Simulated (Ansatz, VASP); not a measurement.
# Li2S: VASP beside Ansatz

File INCAR:

```
SYSTEM = Li2S
PREC = Accurate
ENCUT = 750
EDIFF = 1E-6
ISMEAR = 0
SIGMA = 0.01
LREAL = .FALSE.
LASPH = .TRUE.
NELM = 120
ALGO = Normal
ISIF = 2
LWAVE = .FALSE.
LCHARG = .FALSE.
GGA = PE
NBANDS = 13
GGA_COMPAT = .FALSE.
```

Contents of KPOINTS:

```
Automatic mesh
0
G
  6 6 6
  0 0 0
```

File POSCAR:

```
Li2S
1.0
    0.0000000000      2.8239976723      2.8239976723
    2.8239976723      0.0000000000      2.8239976723
    2.8239976723      2.8239976723      0.0000000000
Li S
2 1
Direct
    0.2500000000      0.2500000000      0.2500000000
    0.7500000000      0.7500000000      0.7500000000
    0.0000000000      0.0000000000      0.0000000000
```

Input for Ansatz:

```yaml
crystal:
  lattice:
    - [0.0, 2.8239976723, 2.8239976723]
    - [2.8239976723, 0.0, 2.8239976723]
    - [2.8239976723, 2.8239976723, 0.0]
  atoms:
    - { symbol: Li, position: [0.25, 0.25, 0.25] }
    - { symbol: Li, position: [0.75, 0.75, 0.75] }
    - { symbol: S, position: [0.0, 0.0, 0.0] }
kpoints:
  mp_grid: { grid: [6, 6, 6] }
hamiltonian:
  xc: pbe
scf:
  occupations: { method: fixed }
  n_extra_bands: 4
output:
  forces: true
  stress: true
  eigenvalues: true
```

Alike in both runs: task single point; functional PBE; k mesh 6 × 6 × 6; no spin polarisation.

```csv
,VASP,Ansatz
version,VASP 6.6.1,Ansatz 0.2.0
potentials or method,"VASP PAW PBE potentials, release 64 (Li_sv, S)","plane waves, PAW"
plane-wave cutoff (eV),750,420
occupations,"gaussian, width 0.01 eV",fixed
valence electrons in the cell,12,12
```

VASP gave:

```
gap on the k mesh at the Fermi level (eV) : 3.37
pressure (GPa)                            : 1.2
```

**Question.** Estimate Ansatz's values.

**Answer.** gap on the k mesh at the Fermi level (eV): 3.37; pressure (GPa): 1.3.
